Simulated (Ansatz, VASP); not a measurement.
**Two plane-wave programs on ScAl3**

File INCAR:

```
PREC = Accurate ; ENCUT = 500
EDIFF = 1E-6 ; ISMEAR = 0
SIGMA = 0.05 ; LREAL = False
LASPH = True ; NELM = 120
ALGO = Normal ; ISIF = 2
LWAVE = False ; LCHARG = False
GGA = PE ; NBANDS = 18
GGA_COMPAT = False
```

KPOINTS

```
Automatic mesh
0
Gamma
  10 10 10
```

The input POSCAR:

```
ScAl3
1.0
    4.1047623779      0.0000000000      0.0000000000
    0.0000000000      4.1047623779      0.0000000000
    0.0000000000      0.0000000000      4.1047623779
Sc Al
1 3
Direct
    0.0000000000      0.0000000000      0.0000000000
    0.5000000000      0.0000000000      0.5000000000
    0.0000000000      0.5000000000      0.5000000000
    0.5000000000      0.5000000000      0.0000000000
```

Input for Ansatz:

```yaml
crystal:
  lattice:
    - [4.1047623779, 0.0, 0.0]
    - [0.0, 4.1047623779, 0.0]
    - [0.0, 0.0, 4.1047623779]
  atoms:
    - { symbol: Sc, position: [0.0, 0.0, 0.0] }
    - { symbol: Al, position: [0.5, 0.0, 0.5] }
    - { symbol: Al, position: [0.0, 0.5, 0.5] }
    - { symbol: Al, position: [0.5, 0.5, 0.0] }
basis:
  ecutwfc: 420
  ecutrho_ratio: 4
kpoints:
  mp_grid: { grid: [10, 10, 10] }
  band_path:
    path:
      - [[0.0, 0.0, 0.0], [0.0, 0.5, 0.0], [0.5, 0.5, 0.0], [0.0, 0.0, 0.0], [0.5, 0.5, 0.5], [0.0, 0.5, 0.0]]
      - [[0.5, 0.5, 0.5], [0.5, 0.5, 0.0]]
    npoints: 14
hamiltonian:
  xc: pbe
scf:
  occupations: { method: gaussian, width: 0.05 }
  n_extra_bands: 19
output:
  forces: true
  stress: true
  eigenvalues: true
  populations: true
  dos: { projected: true, de: 0.02, nscf_kmesh: { grid: [15, 15, 15] } }
  bader: true
```

Alike in both runs: task single point; functional PBE; k mesh 10 × 10 × 10; occupations gaussian, width 0.05 eV; no spin polarisation.

|  | VASP | Ansatz |
| --- | --- | --- |
| version | VASP 6.6.1 | Ansatz 0.2.0 |
| potentials or method | VASP PAW PBE potentials, release 64 (Sc_sv, Al), cutoff 500 eV | scalar-relativistic, plane waves, PAW |
| valence electrons in the cell | 20 | 20 |

```csv
,VASP,Ansatz,Ansatz less VASP
gap on the k mesh at the Fermi level (eV),none,none,-
pressure (GPa),0.0,0.0,-0.01
```

A gap of «none» marks a metal or a gap that the smearing closes.
